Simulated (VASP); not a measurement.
# BaTiO3 (P4/mmm) in VASP: a series of runs

The runs below take BaTiO3 through single point, with PBE.

All numbers are computed with VASP 6.6.1; they aren't measurements. Logs are shortened: lines on timing, memory, paths and dates and some standing lists are left out, and cuts for length are marked.

## 1. The cell of the first run

It takes space group P4/mmm (No. 123, tetragonal). Conventional cell: a = 4.019 Å, b = 4.019 Å, c = 3.698 Å, α = 90.00°, β = 90.00°, γ = 90.00°. Within 3.6 Å of Ba (site symmetry 4/mmm) lie 12 O at 2.73 to 2.84 Å and 8 Ti at 3.39 Å. Within 2.5 Å of Ti (site symmetry 4/mmm) lie 6 O at 1.85 to 2.01 Å. O (site symmetry 4/mmm) has 2 Ti at 1.85 Å within 2.5 Å. O (site symmetry mmm) has 2 Ti at 2.01 Å within 2.7 Å.

## 2. Single point, PBE (strain +0.000 along x and y, -0.080 along z)

INCAR reads:

```
  ALGO = Normal
  EDIFF = 1E-7
  ENCUT = 520
  GGA = PE
  ISIF = 2
  ISMEAR = 0
  LASPH = T
  LCHARG = F
  LREAL = F
  LWAVE = F
  NBANDS = 28
  NELM = 80
  PREC = Accurate
  SIGMA = 0.05
```

KPOINTS reads:

```
k-points
0
Gamma
  8 8 8
```

POSCAR reads:

```
BaTiO3
1.0
    4.0192318615      0.0000000000      0.0000000000
    0.0000000000      4.0192318615      0.0000000000
    0.0000000000      0.0000000000      3.6977388148
Ba Ti O
1 1 3
Direct
    0.0000000000      0.0000000000      0.0000000000
    0.5000000000      0.5000000000      0.5000000000
    0.5000000000      0.5000000000      0.0000000000
    0.5000000000      0.0000000000      0.5000000000
    0.0000000000      0.5000000000      0.5000000000
```

Potentials or basis: VASP PAW PBE potentials, release 64 (Ba_sv, Ti_sv, O).

Started as:

```
$ cat potpaw_PBE.64/Ba_sv/POTCAR potpaw_PBE.64/Ti_sv/POTCAR potpaw_PBE.64/O/POTCAR > POTCAR
$ mpirun -np 1 vasp_std > vasp.out
```

OUTCAR:

```text
EDIFF = 1E-7
   ENCUT = 520
   GGA = PE
   ISIF = 2
   ISMEAR = 0
   LASPH = T
   LREAL = F
   NELM = 80
   PREC = Accurate

 ion  position               nearest neighbor table
   1  0.000  0.000  0.000-   4 2.73   5 2.73   4 2.73   5 2.73   5 2.73   5 2.73   4 2.73   4 2.73
                             3 2.84   3 2.84   3 2.84   3 2.84   2 3.39   2 3.39   2 3.39   2 3.39
   2  0.500  0.500  0.500-   3 1.85   3 1.85   5 2.01   4 2.01   4 2.01   5 2.01   1 3.39   1 3.39
                             1 3.39   1 3.39   1 3.39   1 3.39   1 3.39   1 3.39
   3  0.500  0.500  0.000-   2 1.85   2 1.85   1 2.84   1 2.84   1 2.84   1 2.84
   4  0.500  0.000  0.500-   2 2.01   2 2.01   1 2.73   1 2.73   1 2.73   1 2.73
   5  0.000  0.500  0.500-   2 2.01   2 2.01   1 2.73   1 2.73   1 2.73   1 2.73

  LATTYP: Found a simple tetragonal cell.
 ALAT       =     4.0192318615
 C/A-ratio  =     0.9200113211

  Lattice vectors:

 A1 = (   4.0192318615,   0.0000000000,   0.0000000000)
 A2 = (   0.0000000000,   4.0192318615,   0.0000000000)
 A3 = (   0.0000000000,   0.0000000000,   3.6977388148)

Analysis of symmetry for initial positions (statically):
=====================================================================
 Subroutine PRICEL returns:
 Original cell was already a primitive cell.

 Routine SETGRP: Setting up the symmetry group for a
 simple tetragonal supercell.

 Subroutine GETGRP returns: Found 16 space group operations
 (whereof 16 operations were pure point group operations)
 out of a pool of 16 trial point group operations.

The static configuration has the point symmetry D_4h.

Analysis of symmetry for dynamics (positions and initial velocities):
=====================================================================
 Subroutine PRICEL returns:
 Original cell was already a primitive cell.

 Routine SETGRP: Setting up the symmetry group for a
 simple tetragonal supercell.

 Subroutine GETGRP returns: Found 16 space group operations
 (whereof 16 operations were pure point group operations)
 out of a pool of 16 trial point group operations.

The dynamic configuration has the point symmetry D_4h.

 Subroutine INISYM returns: Found 16 space group operations
 (whereof 16 operations are pure point group operations),
 and found     1 'primitive' translations

----------------------------------------------------------------------------------------

                                     Primitive cell

  volume of cell :      59.7341

  direct lattice vectors                    reciprocal lattice vectors
     4.019231861  0.000000000  0.000000000     0.248803760  0.000000000  0.000000000
     0.000000000  4.019231861  0.000000000     0.000000000  0.248803760  0.000000000
     0.000000000  0.000000000  3.697738815     0.000000000  0.000000000  0.270435542

  length of vectors
     4.019231861  4.019231861  3.697738815     0.248803760  0.248803760  0.270435542

  position of ions in fractional coordinates (direct lattice)
     0.000000000  0.000000000  0.000000000
     0.500000000  0.500000000  0.500000000
     0.500000000  0.500000000  0.000000000
     0.500000000  0.000000000  0.500000000
     0.000000000  0.500000000  0.500000000

  ion indices of the primitive-cell ions
   primitive index   ion index
                 1           1
                 2           2
                 3           3
                 4           4
                 5           5

----------------------------------------------------------------------------------------

 KPOINTS: k-points

Automatic generation of k-mesh.
 Grid dimensions read from file:
 generate k-points for:    8    8    8

 Generating k-lattice:

  Cartesian coordinates                     Fractional coordinates (reciprocal lattice)
     0.031100470  0.000000000  0.000000000     0.125000000  0.000000000  0.000000000
     0.000000000  0.031100470  0.000000000     0.000000000  0.125000000  0.000000000
     0.000000000  0.000000000  0.033804443     0.000000000  0.000000000  0.125000000

  Length of vectors
     0.031100470  0.031100470  0.033804443

  Shift w.r.t. Gamma in fractional coordinates (k-lattice)
     0.000000000  0.000000000  0.000000000

 Subroutine IBZKPT returns following result:
 ===========================================

 Found     75 irreducible k-points:

 Following reciprocal coordinates:
            Coordinates               Weight
  0.000000  0.000000  0.000000      1.000000
  0.125000  0.000000  0.000000      4.000000
  0.250000  0.000000  0.000000      4.000000
  0.375000  0.000000  0.000000      4.000000
  0.500000  0.000000  0.000000      2.000000
  0.125000  0.125000  0.000000      4.000000
[... 16 lines left out ...]
  0.375000  0.125000  0.125000     16.000000
  0.500000  0.125000  0.125000      8.000000
 [... further k-points ...]
   k-points           NKPTS =     75   k-points in BZ     NKDIM =     75   number of bands    NBANDS=     28
   number of dos      NEDOS =    301   number of ions     NIONS =      5
   total plane-waves  NPLWV =  25200
   dimension x,y,z NGX =    30 NGY =   30 NGZ =   28
   dimension x,y,z NGXF=    60 NGYF=   60 NGZF=   56
   ions per type =               1   1   3
   NGX,Y,Z   is equivalent  to a cutoff of  12.41, 12.41, 12.59 a.u.
   NGXF,Y,Z  is equivalent  to a cutoff of  24.82, 24.82, 25.18 a.u.
 SYSTEM =  unknown system
   PREC   = accura    normal or accurate (medium, high low for compatibility)
   ISTART =      0    job   : 0-new  1-cont  2-samecut
   ICHARG =      2    charge: 1-file 2-atom 10-const
   ISPIN  =      1    spin polarized calculation?
   LNONCOLLINEAR =      F non collinear calculations
   LSORBIT =      F    spin-orbit coupling
   LASPH  =      T    aspherical Exc in radial PAW
   ENCUT  =  520.0 eV  38.22 Ry    6.18 a.u.   7.47  7.47  6.88*2*pi/ulx,y,z
   NELM   =     80;   NELMIN=  2; NELMDL= -5     # of ELM steps
   EDIFF  = 0.1E-06   stopping-criterion for ELM
   LREAL  =      F    real-space projection
   EDIFFG = 0.1E-05   stopping-criterion for IOM
   NSW    =      0    number of steps for IOM
   IBRION =     -1    ionic relax: 0-MD 1-quasi-New 2-CG
   NFREE  =      0    steps in history (QN), initial steepest desc. (CG)
   ISIF   =      2    stress and relaxation
   ISYM   =      2    0-nonsym 1-usesym 2-fastsym
   POTIM  = 0.5000    time-step for ionic-motion
   TEBEG  =    0.0;   TEEND  =   0.0 temperature during run
   PSTRESS=    0.0 pullay stress
   NELECT =      40.0000    total number of electrons
   NUPDOWN=      -1.0000    fix difference up-down
   EMIN   =  10.00;   EMAX   =-10.00  energy-range for DOS
   EFERMI =   0.00;   METHOD = LEGACY
   ISMEAR =     0;   SIGMA  =   0.05  broadening in eV -4-tet -1-fermi 0-gaus
   EFERMI_NEDOS =   21; number of points for ismear=-14 and -15
   IALGO  =     38    algorithm
   IMIX   =      4    mixing-type and parameters
     AMIX     =   0.40;   BMIX     =  1.00
     AMIX_MAG =   1.60;   BMIX_MAG =  1.00
  volume/ion in A,a.u.               =      11.95        80.62
  Fermi-wavevector in a.u.,A,eV,Ry     =   1.432256  2.706572 27.910418  2.051358
  Thomas-Fermi vector in A             =   2.551904
   LORBIT       =      0    0 simple, 1 ext, 2 COOP (PROOUT), +10 PAW based schemes
   GGA     = PE    functional components
   LHFCALC =     F    Hartree Fock is set to
   AEXX    =    0.0000 exact exchange contribution
   IVDW    =     0    specifies the selected vdW correction
   LEPSILON=     F    determine dielectric tensor
   LRPA    =     F    only Hartree local field effects (RPA)
 non-spin polarized calculation
 Gauss-broadening in eV      SIGMA  =   0.05
  energy-cutoff  :      520.00
  volume of cell :       59.73
 maximum number of plane-waves:      1646
 NGX is ok and might be reduce to    30
   NGX = 15   NGY = 15   NGZ = 13

 number of electron      39.9999979 magnetization

 Free energy of the ion-electron system (eV)
  ---------------------------------------------------
  ext. energy  EPLUGINS =         0.00000000
  ---------------------------------------------------
  free energy    TOTEN  =       -39.41468839 eV

  energy without entropy =      -39.41468839  energy(sigma->0) =      -39.41468839

 E-fermi :   4.8903     XC(G=0): -11.6343

 val. band max:        4.5118397432   @ k =   0.5000   0.5000   0.5000
 cond. band min:       6.1745202366   @ k =   0.0000   0.0000   0.0000
 fundamental gap:      1.6626804933
 Fermi energy:         4.8903287785

 k-point     1 :       0.0000    0.0000    0.0000
  band No.  band energies     occupation
      1     -51.9111      2.00000
      2     -28.2439      2.00000
      3     -28.1434      2.00000
      4     -28.1434      2.00000
      5     -20.2846      2.00000
      6     -12.9050      2.00000
[... 20 lines left out ...]
     27      10.0230      0.00000
     28      12.6928      0.00000

 k-point     2 :       0.1250    0.0000    0.0000
  band No.  band energies     occupation
      1     -51.9109      2.00000
      2     -28.2436      2.00000
      3     -28.1514      2.00000
      4     -28.1431      2.00000
      5     -20.2633      2.00000
      6     -12.9414      2.00000
[... 20 lines left out ...]
     27      10.3207      0.00000
     28      13.0327      0.00000

 k-point     3 :       0.2500    0.0000    0.0000
  band No.  band energies     occupation
      1     -51.9106      2.00000
      2     -28.2429      2.00000
      3     -28.1707      2.00000
      4     -28.1424      2.00000
      5     -20.2110      2.00000
      6     -13.0490      2.00000
[... 20 lines left out ...]
     27      11.0752      0.00000
     28      13.3244      0.00000

 k-point     4 :       0.3750    0.0000    0.0000
  band No.  band energies     occupation
      1     -51.9102      2.00000
      2     -28.2422      2.00000
      3     -28.1897      2.00000
      4     -28.1416      2.00000
      5     -20.1574      2.00000
      6     -13.1772      2.00000
[... 578 lines left out ...]
     27      11.5856      0.00000
     28      13.2235      0.00000

 k-point    23 :       0.3750    0.1250    0.1250
  band No.  band energies     occupation
      1     -51.9095      2.00000
      2     -28.2629      2.00000
      3     -28.1879      2.00000
      4     -28.1484      2.00000
      5     -20.1176      2.00000
      6     -12.9978      2.00000
[... 20 lines left out ...]
     27      12.3972      0.00000
     28      13.5319      0.00000

 k-point    24 :       0.5000    0.1250    0.1250
  band No.  band energies     occupation
      1     -51.9094      2.00000
      2     -28.2626      2.00000
      3     -28.1957      2.00000
      4     -28.1480      2.00000
      5     -20.0977      2.00000
      6     -13.0414      2.00000
[... 20 lines left out ...]
     27      12.7588      0.00000
     28      13.6343      0.00000

 [... further k-points ...]

------------------------ aborting loop because EDIFF is reached ----------------------------------------

  FORCE on cell =-STRESS in cart. coord.  units (eV):
  Direction    XX          YY          ZZ          XY          YZ          ZX
  --------------------------------------------------------------------------------------
  -------------------------------------------------------------------------------------
  Total        4.6228982      4.6228982     13.9889676      0.0000000     -0.0000000      0.0000000
  in kB      123.9945399    123.9945399    375.2095589      0.0000000     -0.0000000      0.0000000
  external PRESSURE =     207.7328796 kB  Pullay stress =       0.0000000 kB

 VOLUME and BASIS-vectors are now :
 -----------------------------------------------------------------------------
  energy-cutoff  :      520.00
  volume of cell :       59.73
      direct lattice vectors                 reciprocal lattice vectors
     4.019231861  0.000000000  0.000000000     0.248803760  0.000000000  0.000000000
     0.000000000  4.019231861  0.000000000     0.000000000  0.248803760  0.000000000
     0.000000000  0.000000000  3.697738815     0.000000000  0.000000000  0.270435542

 POSITION                                       TOTAL-FORCE (eV/Angst)
 -----------------------------------------------------------------------------------
      0.00000      0.00000      0.00000         0.000000      0.000000      0.000000
      2.00962      2.00962      1.84887         0.000000      0.000000      0.000000
      2.00962      2.00962      0.00000         0.000000      0.000000      0.000000
      2.00962      0.00000      1.84887         0.000000      0.000000      0.000000
      0.00000      2.00962      1.84887         0.000000      0.000000      0.000000
 -----------------------------------------------------------------------------------
    total drift:                                0.000000      0.000000     -0.000000

  FREE ENERGIE OF THE ION-ELECTRON SYSTEM (eV)
  ---------------------------------------------------
  free  energy   TOTEN  =       -39.4146883940 eV

  energy  without entropy=      -39.4146883940  energy(sigma->0) =      -39.41468839
```

Wall time 74 s (1 thread of AMD EPYC 9R45 (Zen 5), shared host); peak memory 0.22 GiB.

What came out:

```
Free energy            : -39.4147 eV
Pressure               : 20.8 GPa
Band gap on the k mesh : 1.66 eV, indirect (least direct gap 1.75 eV)
```

Caveat: the cell differs from its parent crystal (strain +0.000 along x and y, -0.080 along z); spin-orbit coupling is left out, which moves the levels of the heavy elements. A k mesh can miss the band edges.

## 3. Single point, PBE (strain -0.040 along x and y, +0.040 along z)

INCAR reads:

```
SYSTEM = BaTiO3
PREC = Accurate ; ENCUT = 520
EDIFF = 1E-6 ; ISMEAR = 0
SIGMA = 0.05 ; LREAL = .False.
LASPH = .True. ; NELM = 80
ALGO = Normal ; ISIF = 2
LWAVE = .False. ; LCHARG = .False.
GGA = PE ; NBANDS = 28
```

KPOINTS reads:

```
regular mesh
0
Gamma
  8 8 8
  0 0 0
```

POSCAR, as its differences from that of step 2:

```diff
@@ -2,5 +2,5 @@
 1.0
-    4.0192318615      0.0000000000      0.0000000000
-    0.0000000000      4.0192318615      0.0000000000
-    0.0000000000      0.0000000000      3.6977388148
+    3.8584625870      0.0000000000      0.0000000000
+    0.0000000000      3.8584625870      0.0000000000
+    0.0000000000      0.0000000000      4.1800525732
 Ba Ti O
```

Potentials or basis: VASP PAW PBE potentials, release 64 (Ba_sv, Ti_sv, O).

Started as:

```
$ cat potpaw_PBE.64/Ba_sv/POTCAR potpaw_PBE.64/Ti_sv/POTCAR potpaw_PBE.64/O/POTCAR > POTCAR
$ mpirun -np 1 vasp_std > vasp.out
```

Run time: 72 s. Hardware: 1 thread of Intel Xeon 6975P-C (Granite Rapids), shared host; peak memory 0.26 GiB.

Results (log left out):

```yaml
Free_energy: -39.7072 eV
Pressure: 11.3 GPa
Band_gap_on_the_k_mesh: 1.64 eV, indirect (least direct gap 1.83 eV)
```

Stress tensor (GPa, compression positive):
```
16.96  0.00  0.00
 0.00 16.96  0.00
 0.00  0.00 -0.01
```

Levels at points of the mesh, in eV from the valence-band top:
```tsv
k point	band 17	band 18	band 19	band 20	band 21	band 22	band 23	band 24
(0.00, 0.00, 0.00)	-1.12	-0.32	-0.19	-0.19	1.64	1.64	1.79	3.64
(0.50, 0.00, 0.00)	-2.21	-1.98	-0.93	-0.81	1.85	3.75	3.78	3.79
(0.50, 0.50, 0.00)	-1.81	-0.53	-0.53	-0.05	3.76	3.76	4.28	4.37
(0.00, 0.00, 0.50)	-1.42	-1.42	-0.77	-0.77	1.90	3.09	3.09	4.34
(0.50, 0.00, 0.50)	-1.80	-1.26	-1.21	-0.40	3.10	3.79	3.91	5.12
(0.50, 0.50, 0.50)	-2.40	-0.12	-0.12	0.00	4.18	4.18	4.51	6.49
```

Caveat: the cell differs from its parent crystal (strain -0.040 along x and y, +0.040 along z); spin-orbit coupling is left out, which moves the levels of the heavy elements.

[end of part 1 of 2]
